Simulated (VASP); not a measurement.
# N (P6_3/mmc) in VASP: relaxation of cell and atoms with r2SCAN

Aim: the relaxation of cell and atoms of N with r2SCAN.

All numbers are computed with VASP 6.6.1; they aren't measurements. Logs are shortened: lines on timing, memory, paths and dates and some standing lists are left out, and cuts for length are marked.

**1. The cell of the first run**

It takes space group P6_3/mmc (No. 194, hexagonal). Conventional cell: a = 1.901 Å, b = 1.901 Å, c = 6.308 Å, α = 90.00°, β = 90.00°, γ = 120.00°. N (site symmetry -6m2) has 6 N at 1.90 Å within 2.5 Å.

**2. Relaxation of cell and atoms, r2SCAN**

File POSCAR:

```
N
1.0
    1.9011423169      0.0000000000      0.0000000000
   -0.9505711585      1.6464375427      0.0000000000
    0.0000000000      0.0000000000      6.3078397652
N
2
Direct
    0.3333333333      0.6666666667      0.2500000000
    0.6666666667      0.3333333333      0.7500000000
```

File INCAR.step1:

```
SYSTEM = N
ALGO     = Normal         ! electronic algorithm
EDIFF    = 1E-4           ! SCF threshold, eV
ENCUT    = 600            ! plane-wave cutoff, eV
GGA      = PE             ! functional
ISMEAR   = 0              ! smearing method
LASPH    = .True.         ! aspherical terms in the spheres
LCHARG   = .False.        ! write CHGCAR
LREAL    = .False.        ! projectors in reciprocal space
LWAVE    = .True.         ! write WAVECAR
NELM     = 100            ! most SCF steps
PREC     = Accurate       ! precision mode
SIGMA    = 0.1            ! smearing width, eV
```

File INCAR.step2:

```
SYSTEM = N
ALGO     = Normal         ! electronic algorithm
EDIFF    = 1E-7           ! SCF threshold, eV
EDIFFG   = -0.005         ! ionic threshold
ENCUT    = 600            ! plane-wave cutoff, eV
IBRION   = 2              ! ionic algorithm
ISIF     = 3              ! what is computed and relaxed
ISMEAR   = 0              ! smearing method
ISTART   = 1            
LASPH    = .True.         ! aspherical terms in the spheres
LCHARG   = .False.        ! write CHGCAR
LMIXTAU  = .True.       
LREAL    = .False.        ! projectors in reciprocal space
LWAVE    = .False.        ! write WAVECAR
METAGGA  = R2SCAN         ! meta-GGA
NELM     = 100            ! most SCF steps
NSW      = 100            ! ionic steps
PREC     = Accurate       ! precision mode
SIGMA    = 0.1            ! smearing width, eV
```

File KPOINTS:

```
k-points
0
Gamma
  24 24 8
  0 0 0
```

Potentials or basis: VASP PAW PBE potentials, release 64 (N).

Started as:

```bash
> cat potpaw_PBE.64/N/POTCAR > POTCAR
> cp INCAR.step1 INCAR
> mpirun -np 1 vasp_std > vasp.out
> cp INCAR.step2 INCAR
> mpirun -np 1 vasp_std > vasp.out
```

OUTCAR:

```text
SYSTEM = N
   EDIFF = 1E-7
   EDIFFG = -0.005
   ENCUT = 600
   IBRION = 2
   ISIF = 3
   ISMEAR = 0
   ISTART = 1
   LASPH = .True.
   LREAL = .False.
   METAGGA = R2SCAN
   NELM = 100
   NSW = 100
   PREC = Accurate

 ion  position               nearest neighbor table
   1  0.333  0.667  0.250-
   2  0.667  0.333  0.750-

  LATTYP: Found a hexagonal cell.
 ALAT       =     1.9011423169
 C/A-ratio  =     3.3179208674

  Lattice vectors:

 A1 = (   1.9011423169,   0.0000000000,   0.0000000000)
 A2 = (  -0.9505711585,   1.6464375427,   0.0000000000)
 A3 = (   0.0000000000,   0.0000000000,   6.3078397652)

Analysis of symmetry for initial positions (statically):
=====================================================================
 Subroutine PRICEL returns:
 Original cell was already a primitive cell.

 Routine SETGRP: Setting up the symmetry group for a
 hexagonal supercell.

 Subroutine GETGRP returns: Found 24 space group operations
 (whereof 12 operations were pure point group operations)
 out of a pool of 24 trial point group operations.

The static configuration has the point symmetry D_3d.
 The point group associated with its full space group is D_6h.

Analysis of symmetry for dynamics (positions and initial velocities):
=====================================================================
 Subroutine PRICEL returns:
 Original cell was already a primitive cell.

 Routine SETGRP: Setting up the symmetry group for a
 hexagonal supercell.

 Subroutine GETGRP returns: Found 24 space group operations
 (whereof 12 operations were pure point group operations)
 out of a pool of 24 trial point group operations.

The dynamic configuration has the point symmetry D_3d.
 The point group associated with its full space group is D_6h.

 Subroutine INISYM returns: Found 24 space group operations
 (whereof 12 operations are pure point group operations),
 and found     1 'primitive' translations

----------------------------------------------------------------------------------------

                                     Primitive cell

  volume of cell :      19.7442

  direct lattice vectors                    reciprocal lattice vectors
     1.901142317  0.000000000  0.000000000     0.525999548  0.303685981  0.000000000
    -0.950571158  1.646437543  0.000000000     0.000000000  0.607371962  0.000000000
[... 95 lines left out ...]
   PSTRESS=    0.0 pullay stress
   NELECT =      10.0000    total number of electrons
   NUPDOWN=      -1.0000    fix difference up-down
   EMIN   =  10.00;   EMAX   =-10.00  energy-range for DOS
   EFERMI =   0.00;   METHOD = LEGACY
   ISMEAR =     0;   SIGMA  =   0.10  broadening in eV -4-tet -1-fermi 0-gaus
   EFERMI_NEDOS =   21; number of points for ismear=-14 and -15
   IALGO  =     38    algorithm
   IMIX   =      4    mixing-type and parameters
     AMIX     =   0.40;   BMIX     =  1.00
     AMIX_MAG =   1.60;   BMIX_MAG =  1.00
  volume/ion in A,a.u.               =       9.87        66.62
  Fermi-wavevector in a.u.,A,eV,Ry     =   1.304952  2.466002 23.169369  1.702901
  Thomas-Fermi vector in A             =   2.435854
   LORBIT       =      0    0 simple, 1 ext, 2 COOP (PROOUT), +10 PAW based schemes
   METAGGA = R2SCAN    functional components
   LHFCALC =     F    Hartree Fock is set to
   AEXX    =    0.0000 exact exchange contribution
   IVDW    =     0    specifies the selected vdW correction
   LEPSILON=     F    determine dielectric tensor
   LRPA    =     F    only Hartree local field effects (RPA)
 conjugate gradient relaxation of ions
 non-spin polarized calculation
 Gauss-broadening in eV      SIGMA  =   0.10
  energy-cutoff  :      600.00
  volume of cell :       19.74
 maximum number of plane-waves:       681
 NGX is ok and might be reduce to    16
   NGX =  7   NGY =  7   NGZ = 25

--------------------------------------- Ionic step        1  -------------------------------------------

 number of electron      10.0000002 magnetization

 Free energy of the ion-electron system (eV)
  ---------------------------------------------------
  ext. energy  EPLUGINS =         0.00000000
  ---------------------------------------------------
  free energy    TOTEN  =        -9.49179086 eV

  energy without entropy =       -9.48705928  energy(sigma->0) =       -9.48942507

------------------------ aborting loop because EDIFF is reached ----------------------------------------

  FORCE on cell =-STRESS in cart. coord.  units (eV):
  Direction    XX          YY          ZZ          XY          YZ          ZX
  --------------------------------------------------------------------------------------
  -------------------------------------------------------------------------------------
  Total        0.0143183      0.0143183     -0.0209182     -0.0000000      0.0000000      0.0000000
  in kB        1.1618829      1.1618829     -1.6974412     -0.0000000      0.0000000      0.0000000
  external PRESSURE =       0.2087749 kB  Pullay stress =       0.0000000 kB
[... 167 lines left out ...]
--------------------------------------- Ionic step        6  -------------------------------------------

 number of electron      10.0000002 magnetization

 Free energy of the ion-electron system (eV)
  ---------------------------------------------------
  ext. energy  EPLUGINS =         0.00000000
  ---------------------------------------------------
  free energy    TOTEN  =        -9.49186456 eV

  energy without entropy =       -9.48720850  energy(sigma->0) =       -9.48953653

 E-fermi :   2.2391     XC(G=0): -11.3300

 val. band max:        2.2359776989   @ k =   0.3750   0.1250   0.1250
 cond. band min:       2.2672108815   @ k =   0.3750   0.0417   0.0000
 fundamental gap:      0.0312331826
 Fermi energy:         2.2391123650

 k-point     1 :       0.0000    0.0000    0.0000
  band No.  band energies     occupation
      1     -19.1563      2.00000
      2     -18.8482      2.00000
      3      -4.7808      2.00000
      4      -2.5369      2.00000
      5       9.8069      0.00000
      6      10.2810      0.00000
      7      10.2810      0.00000
      8      10.2898      0.00000
      9      10.2898      0.00000
[... 265 lines left out ...]
 k-point    24 :       0.4583    0.0417    0.0000
  band No.  band energies     occupation
      1      -9.4504      2.00000
      2      -9.2980      2.00000
      3      -6.3226      2.00000
      4      -6.1978      2.00000
      5       2.4045      0.01932
      6       2.9085      0.00000
      7       6.3113      0.00000
      8       6.3536      0.00000
      9      17.5390      0.00000

 [... further k-points ...]
[... 5 lines left out ...]
  --------------------------------------------------------------------------------------
  -------------------------------------------------------------------------------------
  Total        0.0033767      0.0033767     -0.0040363     -0.0000000     -0.0000000      0.0000000
  in kB        0.2755735      0.2755735     -0.3294050     -0.0000000     -0.0000000      0.0000000
  external PRESSURE =       0.0739140 kB  Pullay stress =       0.0000000 kB
[... 17 lines left out ...]
  FREE ENERGIE OF THE ION-ELECTRON SYSTEM (eV)
  ---------------------------------------------------
  free  energy   TOTEN  =        -9.4918645627 eV

  energy  without entropy=       -9.4872085018  energy(sigma->0) =       -9.48953653

 reached required accuracy - stopping structural energy minimisation
```

Wall time 4.4 min (1 thread of Intel Xeon 6975P-C (Granite Rapids), shared host); peak memory 0.18 GiB.

What came out:

```
Free energy                            : -9.4919 eV
Relaxed volume                         : 9.82 Å³/atom
Relaxed cell                           : a = 1.901 Å, b = 1.901 Å, c = 6.270 Å, α = 90.00°, β = 90.00°, γ = 120.00°
Space group after relaxing (to 0.05 Å) : P6_3/mmc (No. 194)
Energy gained by relaxing              : 0.0 meV/atom
Ionic steps                            : 6
Pressure after relaxing                : 0.0 GPa
Band gap on the k mesh                 : zero (band 5 reaches 10.29 eV, above the bottom of band 6 at -2.81 eV)
```

Final structure:
```
N
1.0
     1.90144    0.00000    0.00000
    -0.95072    1.64669    0.00000
     0.00000    0.00000    6.26999
N
2
Cartesian
  0.0000 1.0978 1.5675
  0.9507 0.5489 4.7025
```

Caveat: the PAW data sets were made with another functional, which shifts forces and pressure a little.
